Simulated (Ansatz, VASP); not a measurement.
# WC in VASP and in Ansatz

The input INCAR:

```
PREC = Accurate
ENCUT = 600
EDIFF = 1E-6
ISMEAR = -1
SIGMA = 0.05
LREAL = False
LASPH = True
NELM = 120
ALGO = Normal
ISIF = 2
LWAVE = False
LCHARG = False
NBANDS = 16
GGA_COMPAT = False
```

Contents of KPOINTS:

```
Automatic mesh
0
Gamma
  10 10 10
```

The input POSCAR:

```
WC
1.0
    0.0000000000      2.1630495024      2.1630495024
    2.1630495024      0.0000000000      2.1630495024
    2.1630495024      2.1630495024      0.0000000000
W C
1 1
Direct
    0.0000000000      0.0000000000      0.0000000000
    0.5000000000      0.5000000000      0.5000000000
```

Contents of input.yaml:

```yaml
crystal:
  lattice:
    - [0.0, 2.1630495024, 2.1630495024]
    - [2.1630495024, 0.0, 2.1630495024]
    - [2.1630495024, 2.1630495024, 0.0]
  atoms:
    - { symbol: W, position: [0.0, 0.0, 0.0] }
    - { symbol: C, position: [0.5, 0.5, 0.5] }
hamiltonian:
  xc: lda
  pseudopotentials: { kind: paw }
kpoints:
  mp_grid: { grid: [10, 10, 10] }
scf:
  occupations: { method: fermi_dirac, width: 0.05 }
output:
  forces: true
  stress: true
  eigenvalues: true
  write_density: true
  write_potential: true
  elf: true
  volumetric_format: npy
```

Alike in both runs: task single point; functional LDA; k mesh 10 × 10 × 10; occupations fermi-dirac, width 0.05 eV; no spin polarisation.

```csv
,VASP,Ansatz
version,VASP 6.6.1,Ansatz 0.2.0
potentials or method,"VASP PAW LDA potentials, release 64 (W_sv, C)",Ansatz PAW
plane-wave cutoff (eV),600,420
valence electrons in the cell,18,18
```

|  | VASP | Ansatz | Ansatz less VASP |
| --- | --- | --- | --- |
| gap on the k mesh at the Fermi level (eV) | none | none | - |
| pressure (GPa) | 1.1 | -1.2 | -2.31 |

LDA's correlation is that of Perdew and Zunger in VASP and of Perdew and Wang (1992) in Ansatz. A gap of «none» marks a metal or a gap that the smearing closes.

Neither program's run includes spin-orbit coupling.
